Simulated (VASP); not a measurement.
## CrRu: single point with LDA

The system is CrRu.

```xyz
2
Lattice="2.6637 0.0000 0.0000 -1.3319 2.3069 0.0000 0.0000 0.0000 4.2180" Properties=species:S:1:pos:R:3 pbc="T T T"
Cr    1.3319    0.7690    0.0000
Ru    0.0000    1.5379    2.1090
```

```
Program             : VASP 6.6.1
Task                : single point
Functional          : LDA
Potentials or basis : VASP PAW LDA potentials, release 64 (Cr_pv, Ru_pv)
Cutoff              : 520 eV
k mesh              : 12 × 12 × 7
Occupations         : fermi-dirac, width 0.1 eV
Spin                : collinear spin, ferromagnetic start
Starting moments    : [3.9, 0.0] μB
```

```yaml
Pressure: -16.8 GPa
Band_gap_on_the_k_mesh: zero (filled and empty bands overlap)
Net_moment: 0.00 μB per cell
Valence_electrons_inside_the_program's_atomic_spheres: Cr 10.90; Ru 12.74
```

Stress tensor (GPa, compression positive):
```
-15.85   0.00   0.00
  0.00 -15.85   0.00
  0.00   0.00 -18.73
```

Levels at points of the mesh, in eV from the Fermi level:
Spin up:
```csv
k point,band 9,band 10,band 11,band 12,band 13,band 14,band 15,band 16,band 17,band 18
"(0.00, 0.00, 0.00)",-2.06,-2.06,-0.91,-0.31,-0.31,-0.13,-0.13,1.36,1.86,1.86
"(0.50, 0.00, 0.00)",-3.72,-1.74,-1.31,-0.76,-0.21,2.04,2.36,2.40,4.03,5.66
```
Spin down:
```csv
k point,band 11,band 12,band 13,band 14,band 15,band 16
"(0.00, 0.00, 0.00)",-0.91,-0.31,-0.31,-0.13,-0.13,1.36
"(0.50, 0.00, 0.00)",-1.31,-0.76,-0.21,2.04,2.36,2.40
```

It took 41 s on 1 thread of Intel(R) Xeon(R) 6975P-C (Granite Rapids), on a shared host, peak memory 0.18 GiB.

Caveat: the starting moments collapsed, and a magnetic state may lie lower.
